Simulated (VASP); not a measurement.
# ZnO (P6_3mc) in VASP: notebook, part 2 of 2

VASP 6.6.1. Earlier steps stand in the parts before.

### Step 3. Single point, PBE

The input, INCAR:

```
ALGO = Normal
EDIFF = 1E-6
ENCUT = 520
GGA = PE
ISIF = 2
ISMEAR = 0
LASPH = True
LCHARG = False
LREAL = False
LWAVE = False
NBANDS = 26
NELM = 100
PREC = Accurate
SIGMA = 0.01
```

The input, KPOINTS:

```
k-points
0
Gamma
  9 9 6
```

The input, POSCAR:

```
ZnO
1.0
    3.2498000000      0.0000000000      0.0000000000
   -1.6249000000      2.8144093572      0.0000000000
    0.0000000000      0.0000000000      5.2066000000
Zn O
2 2
Direct
    0.3333333333      0.6666666667      0.0000000000
    0.6666666667      0.3333333333      0.5000000000
    0.3333333333      0.6666666667      0.3997100000
    0.6666666667      0.3333333333      0.8997100000
```

Potentials or basis: VASP PAW PBE potentials, release 64 (Zn, O).

Command:

```sh
> cat potpaw_PBE.64/Zn/POTCAR potpaw_PBE.64/O/POTCAR > POTCAR
> mpirun -np 1 vasp_std > vasp.out
```

OUTCAR:

```text
EDIFF = 1E-6
   ENCUT = 520
   GGA = PE
   ISIF = 2
   ISMEAR = 0
   LASPH = True
   LREAL = False
   NELM = 100
   PREC = Accurate

 ion  position               nearest neighbor table
   1  0.333  0.667  0.000-   4 1.95   4 1.95   4 1.95   3 2.08
   2  0.667  0.333  0.500-   3 1.95   3 1.95   3 1.95   4 2.08
   3  0.333  0.667  0.400-   2 1.95   2 1.95   2 1.95   1 2.08
   4  0.667  0.333  0.900-   1 1.95   1 1.95   1 1.95   2 2.08

  LATTYP: Found a hexagonal cell.
 ALAT       =     3.2498000000
 C/A-ratio  =     1.6021293618

  Lattice vectors:

 A1 = (   3.2498000000,   0.0000000000,   0.0000000000)
 A2 = (  -1.6249000000,   2.8144093572,   0.0000000000)
 A3 = (   0.0000000000,   0.0000000000,   5.2066000000)

Analysis of symmetry for initial positions (statically):
=====================================================================
 Subroutine PRICEL returns:
 Original cell was already a primitive cell.

 Routine SETGRP: Setting up the symmetry group for a
 hexagonal supercell.

 Subroutine GETGRP returns: Found 12 space group operations
 (whereof  6 operations were pure point group operations)
 out of a pool of 24 trial point group operations.

The static configuration has the point symmetry C_3v.
 The point group associated with its full space group is C_6v.

Analysis of symmetry for dynamics (positions and initial velocities):
=====================================================================
 Subroutine PRICEL returns:
 Original cell was already a primitive cell.

 Routine SETGRP: Setting up the symmetry group for a
 hexagonal supercell.

 Subroutine GETGRP returns: Found 12 space group operations
 (whereof  6 operations were pure point group operations)
 out of a pool of 24 trial point group operations.

The dynamic configuration has the point symmetry C_3v.
 The point group associated with its full space group is C_6v.

 Subroutine INISYM returns: Found 12 space group operations
 (whereof  6 operations are pure point group operations),
 and found     1 'primitive' translations

----------------------------------------------------------------------------------------

                                     Primitive cell

  volume of cell :      47.6210

  direct lattice vectors                    reciprocal lattice vectors
     3.249800000  0.000000000  0.000000000     0.307711244  0.177657169  0.000000000
    -1.624900000  2.814409357  0.000000000     0.000000000  0.355314339  0.000000000
     0.000000000  0.000000000  5.206600000     0.000000000  0.000000000  0.192063919

  length of vectors
     3.249800000  3.249800000  5.206600000     0.355314339  0.355314339  0.192063919

  position of ions in fractional coordinates (direct lattice)
     0.333333333  0.666666667  0.000000000
     0.666666667  0.333333333  0.500000000
     0.333333333  0.666666667  0.399710000
     0.666666667  0.333333333  0.899710000

  ion indices of the primitive-cell ions
   primitive index   ion index
                 1           1
                 2           2
                 3           3
                 4           4

----------------------------------------------------------------------------------------

 KPOINTS: k-points

Automatic generation of k-mesh.
 Grid dimensions read from file:
 generate k-points for:    9    9    6

 Generating k-lattice:

  Cartesian coordinates                     Fractional coordinates (reciprocal lattice)
     0.034190138  0.019739685  0.000000000     0.111111111  0.000000000  0.000000000
     0.000000000  0.039479371  0.000000000     0.000000000  0.111111111  0.000000000
     0.000000000  0.000000000  0.032010653     0.000000000  0.000000000  0.166666667

  Length of vectors
     0.039479371  0.039479371  0.032010653

  Shift w.r.t. Gamma in fractional coordinates (k-lattice)
     0.000000000  0.000000000  0.000000000

 Subroutine IBZKPT returns following result:
 ===========================================

 Found     48 irreducible k-points:

 Following reciprocal coordinates:
            Coordinates               Weight
  0.000000  0.000000  0.000000      1.000000
  0.111111  0.000000  0.000000      6.000000
  0.222222  0.000000  0.000000      6.000000
  0.333333  0.000000  0.000000      6.000000
  0.444444  0.000000  0.000000      6.000000
  0.111111  0.111111  0.000000      6.000000
[... 16 lines left out ...]
  0.333333  0.222222  0.166667     24.000000
  0.333333  0.333333  0.166667      4.000000
 [... further k-points ...]
   k-points           NKPTS =     48   k-points in BZ     NKDIM =     48   number of bands    NBANDS=     26
   number of dos      NEDOS =    301   number of ions     NIONS =      4
   total plane-waves  NPLWV =  23040
   dimension x,y,z NGX =    24 NGY =   24 NGZ =   40
   dimension x,y,z NGXF=    48 NGYF=   48 NGZF=   80
   ions per type =               2   2
   NGX,Y,Z   is equivalent  to a cutoff of  12.28, 12.28, 12.77 a.u.
   NGXF,Y,Z  is equivalent  to a cutoff of  24.55, 24.55, 25.54 a.u.
 SYSTEM =  unknown system
   PREC   = accura    normal or accurate (medium, high low for compatibility)
   ISTART =      0    job   : 0-new  1-cont  2-samecut
   ICHARG =      2    charge: 1-file 2-atom 10-const
   ISPIN  =      1    spin polarized calculation?
   LNONCOLLINEAR =      F non collinear calculations
   LSORBIT =      F    spin-orbit coupling
   LASPH  =      T    aspherical Exc in radial PAW
   ENCUT  =  520.0 eV  38.22 Ry    6.18 a.u.   6.04  6.04  9.68*2*pi/ulx,y,z
   NELM   =    100;   NELMIN=  2; NELMDL= -5     # of ELM steps
   EDIFF  = 0.1E-05   stopping-criterion for ELM
   LREAL  =      F    real-space projection
   EDIFFG = 0.1E-04   stopping-criterion for IOM
   NSW    =      0    number of steps for IOM
   IBRION =     -1    ionic relax: 0-MD 1-quasi-New 2-CG
   NFREE  =      0    steps in history (QN), initial steepest desc. (CG)
   ISIF   =      2    stress and relaxation
   ISYM   =      2    0-nonsym 1-usesym 2-fastsym
   POTIM  = 0.5000    time-step for ionic-motion
   TEBEG  =    0.0;   TEEND  =   0.0 temperature during run
   PSTRESS=    0.0 pullay stress
   NELECT =      36.0000    total number of electrons
   NUPDOWN=      -1.0000    fix difference up-down
   EMIN   =  10.00;   EMAX   =-10.00  energy-range for DOS
   EFERMI =   0.00;   METHOD = LEGACY
   ISMEAR =     0;   SIGMA  =   0.01  broadening in eV -4-tet -1-fermi 0-gaus
   EFERMI_NEDOS =   21; number of points for ismear=-14 and -15
   IALGO  =     38    algorithm
   IMIX   =      4    mixing-type and parameters
     AMIX     =   0.40;   BMIX     =  1.00
     AMIX_MAG =   1.60;   BMIX_MAG =  1.00
  volume/ion in A,a.u.               =      11.91        80.34
  Fermi-wavevector in a.u.,A,eV,Ry     =   1.491339  2.818222 30.260597  2.224091
  Thomas-Fermi vector in A             =   2.604006
   LORBIT       =      0    0 simple, 1 ext, 2 COOP (PROOUT), +10 PAW based schemes
   GGA     = PE    functional components
   LHFCALC =     F    Hartree Fock is set to
   AEXX    =    0.0000 exact exchange contribution
   IVDW    =     0    specifies the selected vdW correction
   LEPSILON=     F    determine dielectric tensor
   LRPA    =     F    only Hartree local field effects (RPA)
 non-spin polarized calculation
 Gauss-broadening in eV      SIGMA  =   0.01
  energy-cutoff  :      520.00
  volume of cell :       47.62
 maximum number of plane-waves:      1302
   NGX = 13   NGY = 13   NGZ = 19

 number of electron      36.0000020 magnetization

 Free energy of the ion-electron system (eV)
  ---------------------------------------------------
  ext. energy  EPLUGINS =         0.00000000
  ---------------------------------------------------
  free energy    TOTEN  =       -17.77258206 eV

  energy without entropy =      -17.77258206  energy(sigma->0) =      -17.77258206

 E-fermi :   1.3187     XC(G=0): -10.9065

 val. band max:        1.2336439861   @ k =   0.0000   0.0000   0.0000
 cond. band min:       2.0343383980   @ k =   0.0000   0.0000   0.0000
 fundamental gap:      0.8006944119
 Fermi energy:         1.3186625113

 k-point     1 :       0.0000    0.0000    0.0000
  band No.  band energies     occupation
      1     -16.8967      2.00000
      2     -16.1852      2.00000
      3      -4.5967      2.00000
      4      -4.5967      2.00000
      5      -4.4817      2.00000
      6      -4.4817      2.00000
[... 18 lines left out ...]
     25      15.2497      0.00000
     26      15.2749      0.00000
[... 644 lines left out ...]
      4      -4.2260      2.00000
      5      -4.2260      2.00000
      6      -3.9420      2.00000
[... 18 lines left out ...]
     25      14.5234      0.00000
     26      15.5880      0.00000

 [... further k-points ...]
[... 5 lines left out ...]
  --------------------------------------------------------------------------------------
  -------------------------------------------------------------------------------------
  Total        2.6112145      2.6112145      0.5236486      0.0000000     -0.0000000      0.0000000
  in kB       87.8526794     87.8526794     17.6178283      0.0000000     -0.0000000      0.0000000
  external PRESSURE =      64.4410624 kB  Pullay stress =       0.0000000 kB

 VOLUME and BASIS-vectors are now :
 -----------------------------------------------------------------------------
  energy-cutoff  :      520.00
  volume of cell :       47.62
      direct lattice vectors                 reciprocal lattice vectors
     3.249800000  0.000000000  0.000000000     0.307711244  0.177657169  0.000000000
    -1.624900000  2.814409357  0.000000000     0.000000000  0.355314339  0.000000000
     0.000000000  0.000000000  5.206600000     0.000000000  0.000000000  0.192063919

 POSITION                                       TOTAL-FORCE (eV/Angst)
 -----------------------------------------------------------------------------------
     -0.00000      1.87627      0.00000        -0.000000      0.000000      0.470784
      1.62490      0.93814      2.60330         0.000000     -0.000000      0.470784
     -0.00000      1.87627      2.08113        -0.000000      0.000000     -0.470784
      1.62490      0.93814      4.68443         0.000000     -0.000000     -0.470784
 -----------------------------------------------------------------------------------
    total drift:                                0.000000      0.000001      0.000770

  FREE ENERGIE OF THE ION-ELECTRON SYSTEM (eV)
  ---------------------------------------------------
  free  energy   TOTEN  =       -17.7725820601 eV

  energy  without entropy=      -17.7725820601  energy(sigma->0) =      -17.77258206
```

It took 92 s on 1 thread of AMD EPYC 7R13, shared host; peak memory 0.16 GiB.

What came out:

```yaml
Free_energy: -17.7726 eV
Pressure: 6.4 GPa
Largest_force: 0.471 eV/Å
Band_gap_on_the_k_mesh: 0.80 eV, direct
```

Forces in eV/Å, atoms in the order of the input:
```
Zn   0.000  0.000  0.471
Zn   0.000  0.000  0.471
O    0.000  0.000 -0.471
O    0.000  0.000 -0.471
```

Stress tensor (GPa, compression positive):
```
8.79 0.00 0.00
0.00 8.79 0.00
0.00 0.00 1.76
```

Levels at points of the mesh, in eV from the valence-band top:
| k point | band 15 | band 16 | band 17 | band 18 | band 19 | band 20 | band 21 | band 22 |
| --- | --- | --- | --- | --- | --- | --- | --- | --- |
| (0.00, 0.00, 0.00) | -0.65 | -0.27 | 0.00 | 0.00 | 0.80 | 5.07 | 8.15 | 12.79 |
| (0.00, 0.00, 0.50) | -0.32 | -0.32 | -0.32 | -0.32 | 3.43 | 3.43 | 9.93 | 9.93 |

Expect the measured gap to be larger: semilocal functionals such as PBE lack the derivative discontinuity.
